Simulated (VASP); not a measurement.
Input of a VASP 6.6.1 run:

File INCAR:

```
  PREC = Accurate
  ENCUT = 520
  EDIFF = 1E-7
  ISMEAR = 0
  SIGMA = 0.2
  LREAL = False
  LASPH = True
  NELM = 100
  ALGO = Normal
  ISIF = 2
  LWAVE = False
  LCHARG = False
  GGA = PE
  NBANDS = 52
```

KPOINTS

```
Automatic mesh
0
Gamma
  3 3 4
```

POSCAR

```
Ti6Ge
1.0
    6.9163746990      0.0000000000      0.0000000000
    0.0000000000      6.9163746990      0.0000000000
    0.0000000000      0.0000000000      2.7360269905
Ti Ge
6 1
Direct
    0.8009832268      0.8009832268      0.0000000000
    0.1990167732      0.1990167732      0.0000000000
    0.1990167732      0.8009832268      0.0000000000
    0.8009832268      0.1990167732      0.0000000000
    0.0000000000      0.5000000000      0.0000000000
    0.5000000000      0.0000000000      0.0000000000
    0.5000000000      0.5000000000      0.0000000000
```

Potentials or basis: VASP PAW PBE potentials, release 64 (Ti_sv, Ge_d).

Launch:

```bash
$ cat potpaw_PBE.64/Ti_sv/POTCAR potpaw_PBE.64/Ge_d/POTCAR > POTCAR
$ mpirun -np 1 vasp_std > vasp.out
```

Q: Predict the pressure.

A: 0.0 GPa.

Q: Estimate the band gap on the k mesh.

A: Zero (bands 43 and 44 overlap by 0.39 eV).

Q: Predict the largest force.

A: 0.008 eV/Å.

Stress tensor (GPa, compression positive):
```
 0.22  0.00  0.00
 0.00  0.22  0.00
 0.00  0.00 -0.53
```

Caveat: the k points lie up to 0.57 Å⁻¹ apart.
